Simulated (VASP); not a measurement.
Input of a VASP 6.6.1 run:

File INCAR:

```
  PREC = Accurate
  ENCUT = 520
  EDIFF = 1E-7
  ISMEAR = -1
  SIGMA = 0.05
  LREAL = False
  LASPH = True
  NELM = 150
  ALGO = Normal
  ISIF = 2
  LWAVE = False
  LCHARG = False
  ISPIN = 2
  MAGMOM = 7
  LORBIT = 11
  LMAXMIX = 6
  GGA = PE
  NBANDS = 19
```

File KPOINTS:

```
regular mesh
0
Gamma
  16 16 16
```

The input POSCAR:

```
Gd
1.0
    0.0000000000      2.0059263937      2.0059263937
    2.0059263937      0.0000000000      2.0059263937
    2.0059263937      2.0059263937      0.0000000000
Gd
1
Direct
    0.0000000000      0.0000000000      0.0000000000
```

Potentials or basis: VASP PAW PBE potentials, release 64 (Gd).

Run with:

```bash
$ cat potpaw_PBE.64/Gd/POTCAR > POTCAR
$ mpirun -np 1 vasp_std > vasp.out
```

Predict the pressure.

71.1 GPa.

Estimate the net moment.

6.74 μB per cell.

Predict the site moments.

Gd +6.55 μB.

Caveat: the cell stands under pressure. The state reached can hang on the start; a lower one may exist.
